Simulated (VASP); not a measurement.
C, 1 atom in the cell. Symmetry: I4/mmm, No. 139, tetragonal system. The conventional cell has a = 1.624 Å, b = 1.624 Å, c = 8.143 Å, α = 90.00°, β = 90.00°, γ = 90.00°. Within 2.2 Å of C (site symmetry 4/mmm) lie 4 C at 1.62 Å. The cell was built from a structure type or drawn by symmetry, and may not be a known phase.

* Program: VASP 6.6.1
* Task: single point
* Functional: PBE
* Potentials or basis: VASP PAW PBE potentials, release 64 (C)
* Cutoff: 520 eV
* k mesh: 46 × 46 × 46
* Occupations: gaussian, width 0.1 eV
* Spin: no spin polarisation
* Dipole correction: no
* Further INCAR settings: ALGO = Normal; EDIFF = 1e-06; NBANDS = 8

Potentials or basis: VASP PAW PBE potentials, release 64 (C).

Run with:

```bash
$ cat potpaw_PBE.64/C/POTCAR > POTCAR
$ mpirun -np 1 vasp_std > vasp.out
```

Hardware: 1 thread of Intel(R) Xeon(R) Platinum 8259CL CPU @ 2.50GHz (Skylake/Cascade Lake), on a shared host.

Q: How long does it take, and how much memory?

A: It took 14 min on 1 thread of Intel(R) Xeon(R) Platinum 8259CL CPU @ 2.50GHz (Skylake/Cascade Lake) (shared host), peak memory 0.64 GiB. Counts: scf iterations 11, k points 6780.
